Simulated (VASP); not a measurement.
# Al (C2/c) in VASP: notebook

Runs on Al. Level: BLYP. Tasks: single point.

Everything below comes from runs of VASP 6.6.1. Logs are shortened: lines on timing, memory, paths and dates and some standing lists are left out, and cuts for length are marked.

### Step 1. The cell of the first run

Symmetry: C2/c, No. 15, monoclinic system. Conventional cell: a = 2.854 Å, b = 8.681 Å, c = 3.031 Å, α = 90.00°, β = 90.29°, γ = 90.00°. Within 3.7 Å of Al (site symmetry 2) lie 10 Al at 2.81 to 3.03 Å.

### Step 2. Single point, BLYP (18.77 Å³/atom)

The input, INCAR:

```
  PREC = Accurate
  ENCUT = 520
  EDIFF = 1E-7
  ISMEAR = -1
  SIGMA = 0.1
  LREAL = False
  LASPH = True
  NELM = 100
  ALGO = Normal
  ISIF = 2
  LWAVE = False
  LCHARG = True
  GGA = B5
  ALDAX = 1.0
  AGGAX = 1.0
  AGGAC = 1.0
  ALDAC = 0.0
  LELF = True
  LVHAR = True
  NBANDS = 10
```

The input, KPOINTS:

```
regular mesh
0
Gamma
  17 17 12
```

The input, POSCAR:

```
Al
1.0
   -3.2807176790      2.8576780859      1.3952081600
    2.8576780859     -3.2807176790      1.3952081600
    2.5210538927      2.5210538927     -2.1700059495
Al
2
Direct
    0.9885491666      0.0114508334      0.0000000000
    0.7614508334      0.2385491666      0.5000000000
```

Potentials or basis: VASP PAW PBE potentials, release 64 (Al).

On the command line:

```bash
$ cat potpaw_PBE.64/Al/POTCAR > POTCAR
$ mpirun -np 1 vasp_std > vasp.out
```

OUTCAR:

```text
PREC = Accurate
   ENCUT = 520
   EDIFF = 1E-7
   ISMEAR = -1
   LREAL = False
   LASPH = True
   NELM = 100
   ISIF = 2
   GGA = B5

 ion  position               nearest neighbor table
   1  0.989  0.011  0.000-   2 2.81   2 2.81   2 2.86   2 2.86   2 2.87   2 2.87
   2  0.761  0.239  0.500-   1 2.81   1 2.81   1 2.86   1 2.86   1 2.87   1 2.87

  Warning from LATTYP: Got some problem with cell dimensions!
  Tried to take original basis but could not verify dimensions!
  LATTYP: Found a base centered monoclinic cell.
 ALAT       =     2.8538304493
 B/A-ratio  =     3.0418774682
 C/A-ratio  =     1.0621550730
 COS(beta)  =    -0.0050728513

  Lattice vectors:

 A1 = (  -3.2807176790,   2.8576780859,   1.3952081600)
 A2 = (   2.8576780859,  -3.2807176790,   1.3952081600)
 A3 = (   2.0980142996,   2.0980142996,   0.6204103705)

Analysis of symmetry for initial positions (statically):
=====================================================================
 Subroutine PRICEL returns:
 Original cell was already a primitive cell.

 Routine SETGRP: Setting up the symmetry group for a
 base centered monoclinic supercell.

 Subroutine GETGRP returns: Found  4 space group operations
 (whereof  2 operations were pure point group operations)
 out of a pool of  4 trial point group operations.

The static configuration has the point symmetry C_2 .
 The point group associated with its full space group is C_2h.

Analysis of symmetry for dynamics (positions and initial velocities):
=====================================================================
 Subroutine PRICEL returns:
 Original cell was already a primitive cell.

 Routine SETGRP: Setting up the symmetry group for a
 base centered monoclinic supercell.

 Subroutine GETGRP returns: Found  4 space group operations
 (whereof  2 operations were pure point group operations)
 out of a pool of  4 trial point group operations.

The dynamic configuration has the point symmetry C_2 .
 The point group associated with its full space group is C_2h.

 Subroutine INISYM returns: Found  4 space group operations
 (whereof  2 operations are pure point group operations),
 and found     1 'primitive' translations

----------------------------------------------------------------------------------------

                                     Primitive cell

  volume of cell :      37.5473

  direct lattice vectors                    reciprocal lattice vectors
    -3.280717679  2.857678086  1.395208160     0.095926556  0.258835570  0.412152988
     2.857678086 -3.280717679  1.395208160     0.258835570  0.095926556  0.412152988
     2.521053893  2.521053893 -2.170005950     0.228094772  0.228094772  0.069160375

  length of vectors
     4.569030350  4.569030350  4.173769433     0.496052257  0.496052257  0.329905452

  position of ions in fractional coordinates (direct lattice)
     0.988549167  0.011450833  1.000000000
     0.761450833  0.238549167  0.500000000

  ion indices of the primitive-cell ions
   primitive index   ion index
                 1           1
                 2           2

----------------------------------------------------------------------------------------

 KPOINTS: regular mesh

Automatic generation of k-mesh.
 Grid dimensions read from file:
 generate k-points for:   17   17   12

 Generating k-lattice:

  Cartesian coordinates                     Fractional coordinates (reciprocal lattice)
     0.005642739  0.015225622  0.024244293     0.058823529  0.000000000  0.000000000
     0.015225622  0.005642739  0.024244293     0.000000000  0.058823529  0.000000000
     0.019007898  0.019007898  0.005763365     0.000000000  0.000000000  0.083333333

  Length of vectors
     0.029179545  0.029179545  0.027492121

  Shift w.r.t. Gamma in fractional coordinates (k-lattice)
     0.000000000  0.000000000  0.000000000

 Subroutine IBZKPT returns following result:
 ===========================================

 Found    927 irreducible k-points:

 Following reciprocal coordinates:
            Coordinates               Weight
  0.000000  0.000000  0.000000      1.000000
  0.058824 -0.000000  0.000000      4.000000
  0.117647 -0.000000  0.000000      4.000000
  0.176471 -0.000000  0.000000      4.000000
  0.235294 -0.000000  0.000000      4.000000
  0.294118 -0.000000  0.000000      4.000000
[... 16 lines left out ...]
 -0.176471  0.058824 -0.000000      4.000000
 -0.117647  0.058824  0.000000      4.000000
 [... further k-points ...]
   k-points           NKPTS =    927   k-points in BZ     NKDIM =    927   number of bands    NBANDS=     10
   number of dos      NEDOS =    301   number of ions     NIONS =      2
   total plane-waves  NPLWV =  41472
   dimension x,y,z NGX =    36 NGY =   36 NGZ =   32
   dimension x,y,z NGXF=    72 NGYF=   72 NGZF=   64
   ions per type =               2
   NGX,Y,Z   is equivalent  to a cutoff of  13.10, 13.10, 12.75 a.u.
   NGXF,Y,Z  is equivalent  to a cutoff of  26.20, 26.20, 25.49 a.u.
 SYSTEM =  unknown system
   PREC   = accura    normal or accurate (medium, high low for compatibility)
   ISTART =      0    job   : 0-new  1-cont  2-samecut
   ICHARG =      2    charge: 1-file 2-atom 10-const
   ISPIN  =      1    spin polarized calculation?
   LNONCOLLINEAR =      F non collinear calculations
   LSORBIT =      F    spin-orbit coupling
   LASPH  =      T    aspherical Exc in radial PAW
   ENCUT  =  520.0 eV  38.22 Ry    6.18 a.u.   8.50  8.50  7.76*2*pi/ulx,y,z
   NELM   =    100;   NELMIN=  2; NELMDL= -5     # of ELM steps
   EDIFF  = 0.1E-06   stopping-criterion for ELM
   LREAL  =      F    real-space projection
   EDIFFG = 0.1E-05   stopping-criterion for IOM
   NSW    =      0    number of steps for IOM
   IBRION =     -1    ionic relax: 0-MD 1-quasi-New 2-CG
   NFREE  =      0    steps in history (QN), initial steepest desc. (CG)
   ISIF   =      2    stress and relaxation
   ISYM   =      2    0-nonsym 1-usesym 2-fastsym
   POTIM  = 0.5000    time-step for ionic-motion
   TEBEG  =    0.0;   TEEND  =   0.0 temperature during run
   PSTRESS=    0.0 pullay stress
   NELECT =       6.0000    total number of electrons
   NUPDOWN=      -1.0000    fix difference up-down
   EMIN   =  10.00;   EMAX   =-10.00  energy-range for DOS
   EFERMI =   0.00;   METHOD = LEGACY
   ISMEAR =    -1;   SIGMA  =   0.10  broadening in eV -4-tet -1-fermi 0-gaus
   EFERMI_NEDOS =   21; number of points for ismear=-14 and -15
   IALGO  =     38    algorithm
   IMIX   =      4    mixing-type and parameters
     AMIX     =   0.40;   BMIX     =  1.00
     AMIX_MAG =   1.60;   BMIX_MAG =  1.00
  volume/ion in A,a.u.               =      18.77       126.69
  Fermi-wavevector in a.u.,A,eV,Ry     =   0.888381  1.678796 10.737991  0.789220
  Thomas-Fermi vector in A             =   2.009803
   LORBIT       =      0    0 simple, 1 ext, 2 COOP (PROOUT), +10 PAW based schemes
   GGA     = B5    functional components
   LHFCALC =     F    Hartree Fock is set to
   AEXX    =    0.0000 exact exchange contribution
   IVDW    =     0    specifies the selected vdW correction
   LEPSILON=     F    determine dielectric tensor
   LRPA    =     F    only Hartree local field effects (RPA)
 non-spin polarized calculation
  energy-cutoff  :      520.00
  volume of cell :       37.55
 maximum number of plane-waves:      1030
 NGX is ok and might be reduce to    36
   NGX = 17   NGY = 17   NGZ = 15

 number of electron       6.0000000 magnetization

 Free energy of the ion-electron system (eV)
  ---------------------------------------------------
  ext. energy  EPLUGINS =         0.00000000
  ---------------------------------------------------
  free energy    TOTEN  =        -5.40413105 eV

  energy without entropy =       -5.37568862  energy(sigma->0) =       -5.38990983

 E-fermi :   7.1310     XC(G=0):  -9.1281

 val. band max:        7.1281021133   @ k =   0.1176  -0.0000   0.4167
 cond. band min:       7.1391346785   @ k =   0.4118   0.0588   0.3333
 fundamental gap:      0.0110325652
 Fermi energy:         7.1310473573

 k-point     1 :       0.0000    0.0000    0.0000
  band No.  band energies     occupation
      1      -3.1615      2.00000
      2       4.1886      2.00000
      3       4.9594      2.00000
      4      11.4855      0.00000
      5      12.5657      0.00000
      6      14.7083      0.00000
      7      15.9697      0.00000
      8      16.4088      0.00000
      9      17.2710      0.00000
     10      18.1711      0.00000

 k-point     2 :       0.0588   -0.0000    0.0000
  band No.  band energies     occupation
      1      -3.0367      2.00000
      2       4.1055      2.00000
      3       5.2744      2.00000
      4      10.3656      0.00000
      5      13.0972      0.00000
      6      14.4476      0.00000
      7      14.6810      0.00000
      8      16.9709      0.00000
      9      17.5459      0.00000
     10      18.3719      0.00000

 k-point     3 :       0.1176   -0.0000    0.0000
  band No.  band energies     occupation
      1      -2.6632      2.00000
      2       4.0804      2.00000
      3       5.9887      1.99998
      4       9.0044      0.00000
      5      11.8848      0.00000
      6      13.0815      0.00000
      7      15.5069      0.00000
      8      16.3149      0.00000
      9      17.2375      0.00000
     10      20.1491      0.00000

 k-point     4 :       0.1765   -0.0000    0.0000
  band No.  band energies     occupation
      1      -2.0429      2.00000
      2       4.2499      2.00000
      3       6.9163      1.79093
      4       7.8624      0.00133
      5      10.4598      0.00000
      6      11.8914      0.00000
      7      14.0792      0.00000
      8      16.6435      0.00000
      9      18.4539      0.00000
     10      19.8404      0.00000

 k-point     5 :       0.2353   -0.0000    0.0000
  band No.  band energies     occupation
      1      -1.1794      2.00000
      2       4.6347      2.00000
      3       6.7878      1.93743
      4       8.1148      0.00011
      5       9.2677      0.00000
      6      10.9405      0.00000
      7      12.8081      0.00000
      8      16.1017      0.00000
      9      17.0368      0.00000
     10      19.2719      0.00000

 k-point     6 :       0.2941   -0.0000    0.0000
  band No.  band energies     occupation
      1      -0.0779      2.00000
      2       5.2238      2.00000
      3       6.0617      1.99995
      4       7.9517      0.00055
      5       9.5578      0.00000
      6      10.3440      0.00000
      7      11.7304      0.00000
      8      14.2977      0.00000
      9      15.6641      0.00000
     10      17.3241      0.00000
[... 183 lines left out ...]
 k-point    21 :      -0.2941    0.0588    0.0000
  band No.  band energies     occupation
      1      -1.0514      2.00000
      2       3.9228      2.00000
      3       6.8939      1.82932
      4       8.5955      0.00000
      5       9.4811      0.00000
      6      11.1630      0.00000
      7      12.4479      0.00000
      8      16.6224      0.00000
      9      17.1005      0.00000
     10      19.5742      0.00000

 k-point    22 :      -0.2353    0.0588    0.0000
  band No.  band energies     occupation
      1      -1.9396      2.00000
      2       3.5108      2.00000
      3       7.6370      0.01261
      4       8.1233      0.00010
      5      10.2408      0.00000
      6      12.1703      0.00000
      7      13.6036      0.00000
      8      17.4137      0.00000
      9      18.5127      0.00000
     10      19.6350      0.00000

 k-point    23 :      -0.1765    0.0588   -0.0000
  band No.  band energies     occupation
      1      -2.5852      2.00000
      2       3.3275      2.00000
      3       6.8707      1.86222
      4       9.0753      0.00000
      5      11.6615      0.00000
      6      13.3487      0.00000
      7      14.9641      0.00000
      8      16.3766      0.00000
      9      17.9468      0.00000
     10      19.8854      0.00000

 k-point    24 :      -0.1176    0.0588    0.0000
  band No.  band energies     occupation
      1      -2.9845      2.00000
      2       3.3743      2.00000
      3       6.0972      1.99994
      4      10.4107      0.00000
      5      13.0048      0.00000
      6      14.3626      0.00000
      7      14.9264      0.00000
      8      16.3749      0.00000
      9      17.6863      0.00000
     10      18.6573      0.00000

 [... further k-points ...]

------------------------ aborting loop because EDIFF is reached ----------------------------------------

  FORCE on cell =-STRESS in cart. coord.  units (eV):
  Direction    XX          YY          ZZ          XY          YZ          ZX
  --------------------------------------------------------------------------------------
  -------------------------------------------------------------------------------------
  Total        0.0174207      0.0174207     -0.0012880      0.0655791     -0.0011053     -0.0011053
  in kB        0.7433584      0.7433584     -0.0549601      2.7983190     -0.0471620     -0.0471620
  external PRESSURE =       0.4772522 kB  Pullay stress =       0.0000000 kB

 VOLUME and BASIS-vectors are now :
 -----------------------------------------------------------------------------
  energy-cutoff  :      520.00
  volume of cell :       37.55
      direct lattice vectors                 reciprocal lattice vectors
    -3.280717679  2.857678086  1.395208160     0.095926556  0.258835570  0.412152988
     2.857678086 -3.280717679  1.395208160     0.258835570  0.095926556  0.412152988
     2.521053893  2.521053893 -2.170005950     0.228094772  0.228094772  0.069160375

 POSITION                                       TOTAL-FORCE (eV/Angst)
 -----------------------------------------------------------------------------------
     -3.21043      2.78739      1.39521        -0.009907      0.009907      0.000000
     -0.55588      2.65390      0.31021         0.009907     -0.009907     -0.000000
 -----------------------------------------------------------------------------------
    total drift:                               -0.000000      0.000000      0.000000

  FREE ENERGIE OF THE ION-ELECTRON SYSTEM (eV)
  ---------------------------------------------------
  free  energy   TOTEN  =        -5.4041310496 eV

  energy  without entropy=       -5.3756886159  energy(sigma->0) =       -5.38990983
```

It took 4.8 min on 1 thread of Intel Xeon Platinum 8488C (Sapphire Rapids), shared host; peak memory 0.4 GiB.

Results:

```yaml
Free_energy: -5.4041 eV
Pressure: 0.0 GPa
Largest_force: 0.014 eV/Å
Band_gap_on_the_k_mesh: zero (bands 3 and 4 overlap by 9.12 eV)
```

Forces in eV/Å, atoms in the order of the input:
```
Al  -0.010  0.010  0.000
Al   0.010 -0.010  0.000
```

Stress tensor (GPa, compression positive):
```
 0.07  0.28  0.00
 0.28  0.07  0.00
 0.00  0.00 -0.01
```

Caveat: the PAW data sets were made with another functional, which shifts forces and pressure a little.

### Step 3. Single point, BLYP (19.52 Å³/atom)

This run uses another cell than the first one, of 19.52 Å³/atom.

The input, INCAR:

```
PREC = Accurate
ENCUT = 520
EDIFF = 1E-7
ISMEAR = -1
SIGMA = 0.1
LREAL = F
LASPH = T
NELM = 60
ALGO = Normal
ISIF = 2
LWAVE = F
LCHARG = F
GGA = B5
ALDAX = 1.0
AGGAX = 1.0
AGGAC = 1.0
ALDAC = 0.0
NBANDS = 10
```

The input, KPOINTS:

```
Automatic mesh
0
Gamma
  17 17 12
```

The input, POSCAR:

```
Al
1.0
   -3.3238899678      2.8952834259      1.4135682676
    2.8952834259     -3.3238899678      1.4135682676
    2.5542294589      2.5542294589     -2.1985619341
Al
2
Direct
    0.9885491666      0.0114508334      0.0000000000
    0.7614508334      0.2385491666      0.5000000000
```

Potentials or basis: VASP PAW PBE potentials, release 64 (Al).

On the command line:

```bash
$ cat potpaw_PBE.64/Al/POTCAR > POTCAR
$ mpirun -np 1 vasp_std > vasp.out
```

Run time: 5.5 min. Hardware: 1 thread of Intel Xeon Platinum 8488C (Sapphire Rapids), shared host; peak memory 0.41 GiB.

The run converged. Its results:

* Free energy: -5.3953 eV
* Pressure: -1.9 GPa
* Largest force: 0.003 eV/Å
* Band gap on the k mesh: zero (bands 3 and 4 overlap by 8.90 eV)

Forces on the atoms (eV/Å):
```
Al   0.002 -0.002  0.000
Al  -0.002  0.002  0.000
```

Stress tensor (GPa, compression positive):
```
-1.83  0.44  0.03
 0.44 -1.83  0.03
 0.03  0.03 -1.91
```

Levels at points of the mesh, in eV from the Fermi level:
```csv
k point,band 1,band 2,band 3,band 4,band 5,band 6,band 7,band 8
"(0.00, 0.00, 0.00)",-10.04,-2.83,-2.18,4.22,5.41,7.35,8.59,9.16
"(0.00, 0.00, 0.50)",-6.19,-6.19,0.78,0.78,1.61,1.61,10.50,10.50
```

Caveat: the PAW data sets were made with another functional, which shifts forces and pressure a little.

[end of part 1 of 2]
